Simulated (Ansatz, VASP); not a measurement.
**One calculation of SnSe, two programs**

```
CELL_PARAMETERS angstrom
0.00000 3.35469 3.35469
3.35469 0.00000 3.35469
3.35469 3.35469 0.00000
ATOMIC_POSITIONS crystal
Sn 0.00000 0.00000 0.00000
Se 0.25000 0.25000 0.25000
```

Change from the starting cell: volume scaled by 0.97.

Alike in both runs: task single point; functional PBE; k mesh 12 × 12 × 12; occupations fermi-dirac, width 0.05 eV; no spin polarisation.

```csv
,VASP,Ansatz
version,VASP 6.6.1,Ansatz 0.2.0
potentials or method,"VASP PAW PBE potentials, release 64 (Sn_d, Se), cutoff 520 eV","all-electron LAPW, scalar-relativistic"
```

```tsv
	VASP	Ansatz	Ansatz less VASP
pressure (GPa)	1.0	1.0	0.00
```

Ansatz ran all-electron here, and VASP with PAW potentials.
